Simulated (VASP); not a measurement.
Input of a VASP 6.6.1 run:

The input INCAR:

```
PREC     = Accurate       # precision mode
ENCUT    = 600            # plane-wave cutoff, eV
EDIFF    = 1E-7           # SCF threshold, eV
ISMEAR   = -1             # smearing method
SIGMA    = 0.1            # smearing width, eV
LREAL    = False          # projectors in reciprocal space
LASPH    = True           # aspherical terms in the spheres
NELM     = 120            # most SCF steps
ALGO     = Normal         # electronic algorithm
ISIF     = 3              # what is computed and relaxed
LWAVE    = False          # write WAVECAR
LCHARG   = False          # write CHGCAR
GGA      = PS             # functional
IBRION   = 2              # ionic algorithm
NSW      = 60             # ionic steps
EDIFFG   = -0.03          # ionic threshold
GGA_COMPAT= False        
NELMIN   = 4
```

KPOINTS

```
regular mesh
0
Gamma
  19 19 19
```

The input POSCAR:

```
Os
1.0
    0.0000000000      1.9100000000      1.9100000000
    1.9100000000      0.0000000000      1.9100000000
    1.9100000000      1.9100000000      0.0000000000
Os
1
Direct
    0.0000000000      0.0000000000      0.0000000000
```

Potentials or basis: VASP PAW PBE potentials, release 64 (Os).

Run with:

```console
$ cat potpaw_PBE.64/Os/POTCAR > POTCAR
$ mpirun -np 1 vasp_std > vasp.out
```

Predict the relaxed cell.

a = 2.703 Å, b = 2.703 Å, c = 2.703 Å, α = 60.00°, β = 60.00°, γ = 60.00°.

Predict the space group after relaxing (to 0.1 Å).

Fm-3m (No. 225).

Estimate the band gap on the k mesh.

zero (bands 4 and 5 overlap by 3.84 eV).

Final structure:
```yaml
crystal:
  lattice:
    - [0.00000, 1.91140, 1.91140]
    - [1.91140, 0.00000, 1.91140]
    - [1.91140, 1.91140, 0.00000]
  atoms:
    - { symbol: Os, position: [0.00000, 0.00000, 0.00000] }
```

Caveat: spin-orbit coupling is left out, which moves the levels of the heavy elements.
